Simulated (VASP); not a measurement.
Input of a VASP 6.6.1 run:

File INCAR:

```
SYSTEM = Cd8Te7
  PREC = Accurate
  ENCUT = 450
  EDIFF = 1E-7
  ISMEAR = -1
  SIGMA = 0.05
  LREAL = .FALSE.
  LASPH = .TRUE.
  NELM = 120
  ALGO = Normal
  ISIF = 2
  LWAVE = .FALSE.
  LCHARG = .FALSE.
  IBRION = 2
  NSW = 45
  EDIFFG = -0.02
  ISYM = 0
  GGA_COMPAT = .FALSE.
  NELMIN = 4
  KPAR = 2
  NCORE = 2
```

KPOINTS

```
Automatic mesh
0
Gamma
  2 2 2
  0.5 0.5 0.5
```

Contents of POSCAR:

```
Cd8Te7
1.0
    0.0000000000      6.4100000000      6.4100000000
    6.4100000000      0.0000000000      6.4100000000
    6.4100000000      6.4100000000      0.0000000000
Cd Te
8 7
Direct
    0.0000000000      0.0000000000      0.0000000000
    0.0000000000      0.0000000000      0.5000000000
    0.0000000000      0.5000000000      0.0000000000
    0.0000000000      0.5000000000      0.5000000000
    0.5000000000      0.0000000000      0.0000000000
    0.5000000000      0.0000000000      0.5000000000
    0.5000000000      0.5000000000      0.0000000000
    0.5000000000      0.5000000000      0.5000000000
    0.1250000000      0.1250000000      0.6250000000
    0.1250000000      0.6250000000      0.1250000000
    0.1250000000      0.6250000000      0.6250000000
    0.6250000000      0.1250000000      0.1250000000
    0.6250000000      0.1250000000      0.6250000000
    0.6250000000      0.6250000000      0.1250000000
    0.6250000000      0.6250000000      0.6250000000
```

Potentials or basis: VASP PAW LDA potentials, release 64 (Cd, Te).

The run is started by

```bash
$ cat potpaw_LDA.64/Cd/POTCAR potpaw_LDA.64/Te/POTCAR > POTCAR
$ mpirun -np 4 vasp_std > vasp.out
```

(1) Estimate the energy gained by relaxing.

(2) Predict the band gap on the k mesh.

## Answers

(1) 4.8 meV/atom.

(2) 0.94 eV.

Caveat: spin-orbit coupling is left out, which moves the levels of the heavy elements.
